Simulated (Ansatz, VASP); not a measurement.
# Two plane-wave programs on Al2Cu

File INCAR:

```
  PREC = Accurate
  ENCUT = 520
  EDIFF = 1E-7
  ISMEAR = 0
  SIGMA = 0.15
  LREAL = False
  LASPH = True
  NELM = 100
  ALGO = Fast
  ISIF = 2
  LWAVE = False
  LCHARG = False
  GGA = PS
  NBANDS = 46
```

KPOINTS

```
regular mesh
0
Gamma
  12 12 4
```

Contents of POSCAR:

```
Al2Cu
1.0
   -2.0246315446     -2.0246315446     -2.8630136682
   -2.0246315446     -2.0246315446      2.8630136682
   -8.7735383352      7.4235140212      0.0000000000
Al Cu
8 4
Direct
   -0.0520937500      0.4479062500      0.3125000000
    0.4895812500     -0.0104187500      0.0625000000
   -0.1354437500      0.3645562500      0.8125000000
    0.4062312500     -0.0937687500      0.5625000000
   -0.0104187500      0.4895812500      0.0625000000
    0.3645562500     -0.1354437500      0.8125000000
   -0.0937687500      0.4062312500      0.5625000000
    0.4479062500     -0.0520937500      0.3125000000
   -0.0312562500     -0.0312562500      0.1875000000
    0.3437187500      0.3437187500      0.9375000000
   -0.1146062500     -0.1146062500      0.6875000000
    0.4270687500      0.4270687500      0.4375000000
```

Input for Ansatz:

```yaml
crystal:
  lattice:
    - [-2.0246315446, -2.0246315446, -2.8630136682]
    - [-2.0246315446, -2.0246315446, 2.8630136682]
    - [-8.7735383352, 7.4235140212, 0.0]
  atoms:
    - { symbol: Al, position: [-0.05209375, 0.44790625, 0.3125] }
    - { symbol: Al, position: [0.48958125, -0.01041875, 0.0625] }
    - { symbol: Al, position: [-0.13544375, 0.36455625, 0.8125] }
    - { symbol: Al, position: [0.40623125, -0.09376875, 0.5625] }
    - { symbol: Al, position: [-0.01041875, 0.48958125, 0.0625] }
    - { symbol: Al, position: [0.36455625, -0.13544375, 0.8125] }
    - { symbol: Al, position: [-0.09376875, 0.40623125, 0.5625] }
    - { symbol: Al, position: [0.44790625, -0.05209375, 0.3125] }
    - { symbol: Cu, position: [-0.03125625, -0.03125625, 0.1875] }
    - { symbol: Cu, position: [0.34371875, 0.34371875, 0.9375] }
    - { symbol: Cu, position: [-0.11460625, -0.11460625, 0.6875] }
    - { symbol: Cu, position: [0.42706875, 0.42706875, 0.4375] }
basis:
  ecutwfc: 420
kpoints:
  mp_grid: { grid: [12, 12, 4] }
hamiltonian:
  xc: pbesol
scf:
  occupations: { method: gaussian, width: 0.15 }
output:
  forces: true
  stress: true
  eigenvalues: true
  write_density: true
  write_potential: true
  elf: true
  volumetric_format: npy
```

Alike in both runs: task single point; functional PBEsol; k mesh 12 × 12 × 4; occupations gaussian, width 0.15 eV; no spin polarisation.

|  | VASP | Ansatz |
| --- | --- | --- |
| version | VASP 6.6.1 | Ansatz 0.2.0 |
| potentials or method | VASP PAW PBE potentials, release 64 (Al, Cu), cutoff 520 eV | scalar-relativistic, plane waves, PAW |
| valence electrons in the cell | 68 | 100 |

```tsv
	VASP	Ansatz	Ansatz less VASP
gap on the k mesh at the Fermi level (eV)	none	none	-
pressure (GPa)	3.5	3.3	-0.21
traceless stress, the component that is largest in VASP (GPa)	-5.51	-5.54	-0.034
rms of the force components (eV/Å)	1.021	1.020	-0.0007
```

VASP's potentials were made for PBE, not for PBEsol. Atom by atom the forces differ by 0.005 eV/Å (rms over components). A gap of «none» marks a metal or a gap that the smearing closes. VASP's potentials hold 68 valence electrons a cell and Ansatz's 100, so a difference there can come from the potentials and not from the codes.
